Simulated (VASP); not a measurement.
Here is a VASP 6.6.1 calculation.

The input INCAR:

```
PREC = Accurate
ENCUT = 520
EDIFF = 1E-6
ISMEAR = 0
SIGMA = 0.1
LREAL = False
LASPH = True
NELM = 100
ALGO = Normal
ISIF = 2
LWAVE = False
LCHARG = False
GGA = PE
NBANDS = 18
```

Contents of KPOINTS:

```
Automatic mesh
0
Gamma
  6 6 6
```

Contents of POSCAR:

```
B3N2
1.0
    3.6911684000      0.0000000000      0.0000000000
   -1.8455842000      3.1966456000      0.0000000000
    0.0000000000      0.0000000000      3.5378579800
B N
3 2
Direct
    0.5000000000      0.0000000000      0.0000000000
    0.0000000000      0.5000000000      0.0000000000
    0.5000000000      0.5000000000      0.0000000000
    0.0000000000      0.0000000000      0.3239800200
    0.0000000000      0.0000000000      0.6760199800
```

Potentials or basis: VASP PAW PBE potentials, release 64 (B, N).

Command:

```bash
$ cat potpaw_PBE.64/B/POTCAR potpaw_PBE.64/N/POTCAR > POTCAR
$ mpirun -np 1 vasp_std > vasp.out
```

Estimate the largest force.

0.163 eV/Å.

What does it give for the band gap on the k mesh?

Zero (an odd number of electrons rules out a gap without spin polarisation).

Stress tensor (GPa, compression positive):
```
-22.87   0.00   0.00
  0.00 -22.87   0.00
  0.00   0.00  29.93
```

Caveat: the standard files for N, O and F lose accuracy on very short bonds; the cell stands under tension.
